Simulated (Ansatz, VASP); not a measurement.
GaSb in VASP and in Ansatz

```
Ga Sb
1.0
     0.00000    2.69147    2.69147
     2.69147    0.00000    2.69147
     2.69147    2.69147    0.00000
Ga Sb
1 1
Direct
  0.00000 0.00000 0.00000
  0.50000 0.50000 0.50000
```

Change from the starting cell: volume scaled by 0.8, PAW files.

Alike in both runs: task single point; functional PBE; k mesh 13 × 13 × 13; occupations fermi-dirac, width 0.08 eV; no spin polarisation.

|  | VASP | Ansatz |
| --- | --- | --- |
| version | VASP 6.6.1 | Ansatz 0.2.0 |
| potentials or method | VASP PAW PBE potentials, release 64 (Ga_d, Sb) | PAW with Ansatz's default frozen-core files, scalar-relativistic |
| plane-wave cutoff (eV) | 520 | 420 |
| valence electrons in the cell | 18 | 28 |

|  | VASP | Ansatz | Ansatz less VASP |
| --- | --- | --- | --- |
| pressure (GPa) | 21.2 | 21.1 | -0.17 |

The functional is the same, so the differences come from potentials, cutoffs and numerics. VASP's potentials hold 18 valence electrons a cell and Ansatz's 28, so a difference there can come from the potentials and not from the codes.

Neither program's run includes spin-orbit coupling.
